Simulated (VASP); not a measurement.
# SiC (P6_3mc) in VASP: notebook

SiC is run at these levels: r2SCAN; tasks: single point.

Everything below comes from runs of VASP 6.6.1. Logs are shortened: lines on timing, memory, paths and dates and some standing lists are left out, and cuts for length are marked.

## 1. The cell of the first run

It takes space group P6_3mc (No. 186, hexagonal). Conventional cell: a = 3.077 Å, b = 3.077 Å, c = 15.098 Å, α = 90.00°, β = 90.00°, γ = 120.00°. Within 2.5 Å of Si (site symmetry 3m) lie 4 C at 1.88 to 1.89 Å. Within 2.5 Å of Si (site symmetry 3m) lie 4 C at 1.88 to 1.89 Å. Within 2.5 Å of Si (site symmetry 3m) lie 4 C at 1.89 Å. C (site symmetry 3m) has 4 Si at 1.88 to 1.89 Å within 2.5 Å. Within 2.5 Å of C (site symmetry 3m) lie 4 Si at 1.88 to 1.89 Å. Within 2.5 Å of C (site symmetry 3m) lie 4 Si at 1.89 Å.

## 2. Single point, r2SCAN

Contents of POSCAR:

```
SiC
1.0
    3.0766210100      0.0000000000      0.0000000000
   -1.5383105100      2.6644319500      0.0000000000
    0.0000000000      0.0000000000     15.0980843200
Si C
6 6
Direct
    0.3333333300      0.6666666700      0.8329861500
    0.6666666700      0.3333333300      0.3329861500
    0.6666666700      0.3333333300      0.6665006000
    0.3333333300      0.6666666700      0.1665006000
    0.0000000000      0.0000000000      0.4997294200
    0.0000000000      0.0000000000      0.9997294200
    0.0000000000      0.0000000000      0.8743664100
    0.0000000000      0.0000000000      0.3743664100
    0.3333333300      0.6666666700      0.7079967800
    0.6666666700      0.3333333300      0.2079967800
    0.6666666700      0.3333333300      0.5415216400
    0.3333333300      0.6666666700      0.0415216400
```

Contents of INCAR.step1:

```
SYSTEM = SiC
PREC = Accurate ; ENCUT = 520
ISMEAR = 0 ; SIGMA = 0.1
LREAL = .False. ; LASPH = .True.
NELM = 60 ; NBANDS = 36
GGA = PE ; ALGO = Normal
EDIFF = 1E-4 ; LWAVE = .True.
LCHARG = .False.
```

Contents of INCAR.step2:

```
SYSTEM = SiC
PREC = Accurate ; ENCUT = 520
EDIFF = 1E-6 ; ISMEAR = 0
SIGMA = 0.1 ; LREAL = .False.
LASPH = .True. ; NELM = 60
ALGO = Normal ; ISIF = 2
LWAVE = .False. ; LCHARG = .False.
METAGGA = R2SCAN ; LMIXTAU = .True.
NBANDS = 36 ; ISTART = 1
```

Contents of KPOINTS:

```
Automatic mesh
0
Gamma
  6 6 2
  0 0 0
```

Potentials or basis: VASP PAW PBE potentials, release 64 (Si, C).

Run with:

```bash
$ cat potpaw_PBE.64/Si/POTCAR potpaw_PBE.64/C/POTCAR > POTCAR
$ cp INCAR.step1 INCAR
$ mpirun -np 1 vasp_std > vasp.out
$ cp INCAR.step2 INCAR
$ mpirun -np 1 vasp_std > vasp.out
```

OUTCAR:

```text
SYSTEM = SiC
   PREC = Accurate
   ENCUT = 520
   EDIFF = 1E-6
   ISMEAR = 0
   LREAL = .False.
   LASPH = .True.
   NELM = 60
   ISIF = 2
   METAGGA = R2SCAN
   ISTART = 1

 ion  position               nearest neighbor table
   1  0.333  0.667  0.833-   7 1.88   7 1.88   7 1.88   9 1.89   3 3.08   3 3.08   3 3.08   6 3.08
                             6 3.08   6 3.08
   2  0.667  0.333  0.333-   8 1.88   8 1.88   8 1.88  10 1.89   4 3.08   4 3.08   4 3.08   5 3.08
                             5 3.08   5 3.08
   3  0.667  0.333  0.667-   9 1.88   9 1.88   9 1.88  11 1.89   1 3.08   1 3.08   1 3.08   5 3.08
                             5 3.08   5 3.08
   4  0.333  0.667  0.167-  10 1.88  10 1.88  10 1.88  12 1.89   2 3.08   2 3.08   2 3.08   6 3.08
                             6 3.08   6 3.08
   5  0.000  0.000  0.500-  11 1.89  11 1.89  11 1.89   8 1.89   2 3.08   2 3.08   2 3.08   3 3.08
                             3 3.08   3 3.08
   6  0.000  0.000  1.000-  12 1.89  12 1.89  12 1.89   7 1.89   1 3.08   1 3.08   1 3.08   4 3.08
                             4 3.08   4 3.08
   7  0.000  0.000  0.874-   1 1.88   1 1.88   1 1.88   6 1.89
   8  0.000  0.000  0.374-   2 1.88   2 1.88   2 1.88   5 1.89
   9  0.333  0.667  0.708-   3 1.88   3 1.88   3 1.88   1 1.89
  10  0.667  0.333  0.208-   4 1.88   4 1.88   4 1.88   2 1.89
  11  0.667  0.333  0.542-   5 1.89   5 1.89   5 1.89   3 1.89
  12  0.333  0.667  0.042-   6 1.89   6 1.89   6 1.89   4 1.89

  LATTYP: Found a hexagonal cell.
 ALAT       =     3.0766210100
 C/A-ratio  =     4.9073591680

  Lattice vectors:

 A1 = (   3.0766210100,   0.0000000000,   0.0000000000)
 A2 = (  -1.5383105100,   2.6644319500,   0.0000000000)
 A3 = (   0.0000000000,   0.0000000000,  15.0980843200)

Analysis of symmetry for initial positions (statically):
=====================================================================
 Subroutine PRICEL returns:
 Original cell was already a primitive cell.

 Routine SETGRP: Setting up the symmetry group for a
 hexagonal supercell.

 Subroutine GETGRP returns: Found 12 space group operations
 (whereof  6 operations were pure point group operations)
 out of a pool of 24 trial point group operations.

The static configuration has the point symmetry C_3v.
 The point group associated with its full space group is C_6v.

Analysis of symmetry for dynamics (positions and initial velocities):
=====================================================================
 Subroutine PRICEL returns:
 Original cell was already a primitive cell.

 Routine SETGRP: Setting up the symmetry group for a
 hexagonal supercell.

 Subroutine GETGRP returns: Found 12 space group operations
 (whereof  6 operations were pure point group operations)
 out of a pool of 24 trial point group operations.

The dynamic configuration has the point symmetry C_3v.
 The point group associated with its full space group is C_6v.

 Subroutine INISYM returns: Found 12 space group operations
 (whereof  6 operations are pure point group operations),
 and found     1 'primitive' translations

----------------------------------------------------------------------------------------

                                     Primitive cell

  volume of cell :     123.7658

  direct lattice vectors                    reciprocal lattice vectors
     3.076621010  0.000000000  0.000000000     0.325031909  0.187657261  0.000000000
    -1.538310510  2.664431950  0.000000000     0.000000000  0.375314521  0.000000000
     0.000000000  0.000000000 15.098084320     0.000000000  0.000000000  0.066233568

  length of vectors
     3.076621010  3.076621010 15.098084320     0.375314521  0.375314521  0.066233568

  position of ions in fractional coordinates (direct lattice)
     0.333333330  0.666666670  0.832986150
     0.666666670  0.333333330  0.332986150
     0.666666670  0.333333330  0.666500600
     0.333333330  0.666666670  0.166500600
     0.000000000  0.000000000  0.499729420
     0.000000000  0.000000000  0.999729420
     0.000000000  0.000000000  0.874366410
     0.000000000  0.000000000  0.374366410
     0.333333330  0.666666670  0.707996780
     0.666666670  0.333333330  0.207996780
     0.666666670  0.333333330  0.541521640
     0.333333330  0.666666670  0.041521640

  ion indices of the primitive-cell ions
   primitive index   ion index
                 1           1
                 2           2
                 3           3
                 4           4
                 5           5
                 6           6
                 7           7
                 8           8
                 9           9
                10          10
                11          11
                12          12

----------------------------------------------------------------------------------------

 KPOINTS: Automatic mesh

Automatic generation of k-mesh.
 Grid dimensions read from file:
 generate k-points for:    6    6    2

 Generating k-lattice:

  Cartesian coordinates                     Fractional coordinates (reciprocal lattice)
     0.054171985  0.031276210  0.000000000     0.166666667  0.000000000  0.000000000
     0.000000000  0.062552420  0.000000000     0.000000000  0.166666667  0.000000000
     0.000000000  0.000000000  0.033116784     0.000000000  0.000000000  0.500000000

  Length of vectors
     0.062552420  0.062552420  0.033116784

  Shift w.r.t. Gamma in fractional coordinates (k-lattice)
     0.000000000  0.000000000  0.000000000

 Subroutine IBZKPT returns following result:
 ===========================================

 Found     14 irreducible k-points:

 Following reciprocal coordinates:
            Coordinates               Weight
  0.000000  0.000000  0.000000      1.000000
  0.166667  0.000000  0.000000      6.000000
  0.333333  0.000000  0.000000      6.000000
  0.500000  0.000000  0.000000      3.000000
  0.166667  0.166667  0.000000      6.000000
  0.333333  0.166667  0.000000     12.000000
  0.333333  0.333333  0.000000      2.000000
  0.000000  0.000000  0.500000      1.000000
  0.166667  0.000000  0.500000      6.000000
  0.333333  0.000000  0.500000      6.000000
  0.500000  0.000000  0.500000      3.000000
  0.166667  0.166667  0.500000      6.000000
  0.333333  0.166667  0.500000     12.000000
  0.333333  0.333333  0.500000      2.000000
   k-points           NKPTS =     14   k-points in BZ     NKDIM =     14   number of bands    NBANDS=     36
   number of dos      NEDOS =    301   number of ions     NIONS =     12
   total plane-waves  NPLWV =  64512
   dimension x,y,z NGX =    24 NGY =   24 NGZ =  112
   dimension x,y,z NGXF=    48 NGYF=   48 NGZF=  224
   ions per type =               6   6
   NGX,Y,Z   is equivalent  to a cutoff of  12.97, 12.97, 12.33 a.u.
   NGXF,Y,Z  is equivalent  to a cutoff of  25.94, 25.94, 24.66 a.u.
 SYSTEM =  SiC
   PREC   = accura    normal or accurate (medium, high low for compatibility)
   ISTART =      1    job   : 0-new  1-cont  2-samecut
   ICHARG =      0    charge: 1-file 2-atom 10-const
   ISPIN  =      1    spin polarized calculation?
   LNONCOLLINEAR =      F non collinear calculations
   LSORBIT =      F    spin-orbit coupling
   LASPH  =      T    aspherical Exc in radial PAW
   ENCUT  =  520.0 eV  38.22 Ry    6.18 a.u.   5.72  5.72 28.07*2*pi/ulx,y,z
   NELM   =     60;   NELMIN=  2; NELMDL=  0     # of ELM steps
   EDIFF  = 0.1E-05   stopping-criterion for ELM
   LREAL  =      F    real-space projection
[... 7 lines left out ...]
   TEBEG  =    0.0;   TEEND  =   0.0 temperature during run
   PSTRESS=    0.0 pullay stress
   NELECT =      48.0000    total number of electrons
   NUPDOWN=      -1.0000    fix difference up-down
   EMIN   =  10.00;   EMAX   =-10.00  energy-range for DOS
   EFERMI =   0.00;   METHOD = LEGACY
   ISMEAR =     0;   SIGMA  =   0.10  broadening in eV -4-tet -1-fermi 0-gaus
   EFERMI_NEDOS =   21; number of points for ismear=-14 and -15
   IALGO  =     38    algorithm
   IMIX   =      4    mixing-type and parameters
     AMIX     =   0.40;   BMIX     =  1.00
     AMIX_MAG =   1.60;   BMIX_MAG =  1.00
  volume/ion in A,a.u.               =      10.31        69.60
  Fermi-wavevector in a.u.,A,eV,Ry     =   1.193865  2.256077 19.392557  1.425313
  Thomas-Fermi vector in A             =   2.329869
   LORBIT       =      0    0 simple, 1 ext, 2 COOP (PROOUT), +10 PAW based schemes
   METAGGA = R2SCAN    functional components
   LHFCALC =     F    Hartree Fock is set to
   AEXX    =    0.0000 exact exchange contribution
   IVDW    =     0    specifies the selected vdW correction
   LEPSILON=     F    determine dielectric tensor
   LRPA    =     F    only Hartree local field effects (RPA)
 non-spin polarized calculation
 Gauss-broadening in eV      SIGMA  =   0.10
  energy-cutoff  :      520.00
  volume of cell :      123.77
 maximum number of plane-waves:      3356
 NGX is ok and might be reduce to    24
   NGX = 11   NGY = 11   NGZ = 57

 number of electron      47.9999998 magnetization

 Free energy of the ion-electron system (eV)
  ---------------------------------------------------
  ext. energy  EPLUGINS =         0.00000000
  ---------------------------------------------------
  free energy    TOTEN  =      -115.93501136 eV

  energy without entropy =     -115.93501136  energy(sigma->0) =     -115.93501136

 E-fermi :   8.5401     XC(G=0): -11.9451

 val. band max:        8.0683567109   @ k =   0.0000   0.0000   0.0000
 cond. band min:      10.4649312401   @ k =   0.5000   0.0000   0.0000
 fundamental gap:      2.3965745292
 Fermi energy:         8.5401073582

 k-point     1 :       0.0000    0.0000    0.0000
  band No.  band energies     occupation
      1      -8.1922      2.00000
      2      -7.6511      2.00000
      3      -7.6137      2.00000
      4      -6.0740      2.00000
      5      -6.0421      2.00000
      6      -4.5550      2.00000
[... 28 lines left out ...]
     35      16.0020      0.00000
     36      16.0746      0.00000
[... 476 lines left out ...]
      6      -3.3993      2.00000
[... 28 lines left out ...]
     35      18.1279      0.00000
     36      18.1279      0.00000

------------------------ aborting loop because EDIFF is reached ----------------------------------------

  FORCE on cell =-STRESS in cart. coord.  units (eV):
  Direction    XX          YY          ZZ          XY          YZ          ZX
  --------------------------------------------------------------------------------------
  -------------------------------------------------------------------------------------
  Total        0.2176624      0.2176624      0.0958968     -0.0000000      0.0000000      0.0000000
  in kB        2.8176926      2.8176926      1.2414070     -0.0000000      0.0000000      0.0000000
  external PRESSURE =       2.2922640 kB  Pullay stress =       0.0000000 kB

 VOLUME and BASIS-vectors are now :
 -----------------------------------------------------------------------------
  energy-cutoff  :      520.00
  volume of cell :      123.77
      direct lattice vectors                 reciprocal lattice vectors
     3.076621010  0.000000000  0.000000000     0.325031909  0.187657261  0.000000000
    -1.538310510  2.664431950  0.000000000     0.000000000  0.375314521  0.000000000
     0.000000000  0.000000000 15.098084320     0.000000000  0.000000000  0.066233568

 POSITION                                       TOTAL-FORCE (eV/Angst)
 -----------------------------------------------------------------------------------
     -0.00000      1.77629     12.57650        -0.000000      0.000000      0.004655
      1.53831      0.88814      5.02745         0.000000      0.000000      0.004655
      1.53831      0.88814     10.06288         0.000000      0.000000      0.003421
     -0.00000      1.77629      2.51384         0.000000      0.000000      0.003421
      0.00000      0.00000      7.54496        -0.000000      0.000000     -0.000478
      0.00000      0.00000     15.09400         0.000000     -0.000000     -0.000478
      0.00000      0.00000     13.20126         0.000000      0.000000     -0.003575
      0.00000      0.00000      5.65222         0.000000      0.000000     -0.003575
     -0.00000      1.77629     10.68940         0.000000     -0.000000     -0.004495
      1.53831      0.88814      3.14035        -0.000000      0.000000     -0.004495
      1.53831      0.88814      8.17594        -0.000000      0.000000      0.000472
     -0.00000      1.77629      0.62690         0.000000     -0.000000      0.000472
 -----------------------------------------------------------------------------------
    total drift:                               -0.000000     -0.000000      0.000052

  FREE ENERGIE OF THE ION-ELECTRON SYSTEM (eV)
  ---------------------------------------------------
  free  energy   TOTEN  =      -115.9350113550 eV

  energy  without entropy=     -115.9350113550  energy(sigma->0) =     -115.93501136
```

Run time: 4.9 min. Hardware: 1 thread of Intel Xeon Platinum 8259CL at 2.50GHz (Skylake/Cascade Lake), shared host; peak memory 0.26 GiB.

What came out:

- Free energy: -115.9350 eV
- Pressure: 0.2 GPa
- Largest force: 0.005 eV/Å
- Band gap on the k mesh: 2.40 eV (least direct gap 3.55 eV)

Forces on the atoms (eV/Å):
```
Si   0.000  0.000  0.005
Si   0.000  0.000  0.005
Si   0.000  0.000  0.003
Si   0.000  0.000  0.003
Si   0.000  0.000  0.000
Si   0.000  0.000  0.000
C    0.000  0.000 -0.004
C    0.000  0.000 -0.004
C    0.000  0.000 -0.004
C    0.000  0.000 -0.004
C    0.000  0.000  0.000
C    0.000  0.000  0.000
```

Stress tensor (GPa, compression positive):
```
0.28 0.00 0.00
0.00 0.28 0.00
0.00 0.00 0.12
```

Levels at points of the mesh, in eV from the valence-band top:
```csv
k point,band 21,band 22,band 23,band 24,band 25,band 26,band 27,band 28
"(0.00, 0.00, 0.00)",-0.32,-0.04,0.00,0.00,5.77,5.95,6.36,6.88
"(0.50, 0.00, 0.00)",-1.90,-1.87,-1.72,-1.16,2.40,2.61,3.68,4.35
"(0.00, 0.00, 0.50)",-0.10,-0.10,-0.10,-0.10,5.84,5.84,6.60,6.60
"(0.50, 0.00, 0.50)",-1.79,-1.79,-1.37,-1.37,2.45,2.45,3.89,3.89
```

Caveat: the PAW data sets were made with another functional, which shifts forces and pressure a little.

## 3. Single point, r2SCAN

Contents of POSCAR:

```
SiC
1.0
    3.0784702620      0.0000000029      0.0000000000
   -1.5392351335      2.6660334502      0.0000000000
    0.0000000000      0.0000000000     15.1069150374
Si C
6 6
Direct
    0.3333333333      0.6666666667      0.8329860579
    0.6666666667      0.3333333333      0.3329860579
    0.6666666667      0.3333333333      0.6665012734
    0.3333333333      0.6666666667      0.1665012734
    0.0000000000      0.0000000000      0.4997218362
    0.0000000000      0.0000000000      0.9997218362
    0.0000000000      0.0000000000      0.8743670387
    0.0000000000      0.0000000000      0.3743670387
    0.3333333333      0.6666666667      0.7079969902
    0.6666666667      0.3333333333      0.2079969902
    0.6666666667      0.3333333333      0.5415278036
    0.3333333333      0.6666666667      0.0415278036
```

Contents of INCAR.step1:

```
PREC = Accurate ; ENCUT = 520
ISMEAR = 0 ; SIGMA = 0.02
LREAL = False ; LASPH = True
NELM = 80 ; NBANDS = 36
GGA = PE ; ALGO = Normal
EDIFF = 1E-4 ; LWAVE = True
LCHARG = False
```

Contents of INCAR.step2:

```
PREC = Accurate ; ENCUT = 520
EDIFF = 1E-6 ; ISMEAR = 0
SIGMA = 0.02 ; LREAL = False
LASPH = True ; NELM = 80
ALGO = Normal ; ISIF = 2
LWAVE = False ; LCHARG = False
METAGGA = R2SCAN ; LMIXTAU = True
NBANDS = 36 ; ISTART = 1
```

Contents of KPOINTS:

```
Automatic mesh
0
Gamma
  12 12 2
```

Potentials or basis: VASP PAW PBE potentials, release 64 (Si, C).

Run with:

```bash
$ cat potpaw_PBE.64/Si/POTCAR potpaw_PBE.64/C/POTCAR > POTCAR
$ cp INCAR.step1 INCAR
$ mpirun -np 1 vasp_std > vasp.out
$ cp INCAR.step2 INCAR
$ mpirun -np 1 vasp_std > vasp.out
```

Wall time 14 min (1 thread of Intel Xeon Platinum 8259CL at 2.50GHz (Skylake/Cascade Lake), shared host); peak memory 0.32 GiB.

Results (log left out):

| Item | Value |
| --- | --- |
| Free energy | -115.9644 eV |
| Pressure | -0.2 GPa |
| Band gap on the k mesh | 2.40 eV (least direct gap 3.56 eV) |

Levels at points of the mesh, in eV from the valence-band top:
```csv
k point,band 21,band 22,band 23,band 24,band 25,band 26,band 27,band 28
"(0.00, 0.00, 0.00)",-0.32,-0.04,0.00,0.00,5.76,5.93,6.34,6.86
"(0.50, 0.00, 0.00)",-1.90,-1.87,-1.72,-1.16,2.40,2.61,3.67,4.35
"(0.00, 0.00, 0.50)",-0.10,-0.10,-0.10,-0.10,5.83,5.83,6.58,6.58
"(0.50, 0.00, 0.50)",-1.79,-1.79,-1.37,-1.37,2.46,2.46,3.89,3.89
```

Caveat: the PAW data sets were made with another functional, which shifts forces and pressure a little. A k mesh can miss the band edges.
